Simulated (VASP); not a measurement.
Here is a VASP 6.6.1 calculation.

The input INCAR:

```
SYSTEM = Bi2H3
ALGO = Normal
EDIFF = 1E-6
ENCUT = 520
GGA = PE
ISIF = 2
ISMEAR = 0
LASPH = .TRUE.
LCHARG = .FALSE.
LREAL = .FALSE.
LWAVE = .FALSE.
NBANDS = 24
NELM = 100
PREC = Accurate
SIGMA = 0.1
```

KPOINTS

```
k-points
0
G
  6 6 4
  0 0 0
```

File POSCAR:

```
Bi2H3
1.0
    2.4374709970     -2.9292709291      0.0000000000
    2.4374709970      2.9292709291      0.0000000000
    0.0000000000      0.0000000000      6.5419080427
Bi H
2 3
Direct
    0.5000000000      0.5000000000      0.0000000000
    0.5000000000      0.5000000000      0.5000000000
    0.9153460533      0.9153460533      0.0000000000
    0.0846539467      0.0846539467      0.0000000000
    0.0000000000      0.0000000000      0.5000000000
```

Potentials or basis: VASP PAW PBE potentials, release 64 (Bi_d, H).

Launch:

```bash
$ cat potpaw_PBE.64/Bi_d/POTCAR potpaw_PBE.64/H/POTCAR > POTCAR
$ mpirun -np 1 vasp_std > vasp.out
```

**Question.** Estimate the pressure.

**Answer.** -0.2 GPa.

**Question.** Predict the band gap on the k mesh.

**Answer.** Zero (an odd number of electrons rules out a gap without spin polarisation).

Stress tensor (GPa, compression positive):
```
-0.37  0.00  0.00
 0.00 -0.10  0.00
 0.00  0.00 -0.05
```

Caveat: spin-orbit coupling is left out, which moves the levels of the heavy elements.
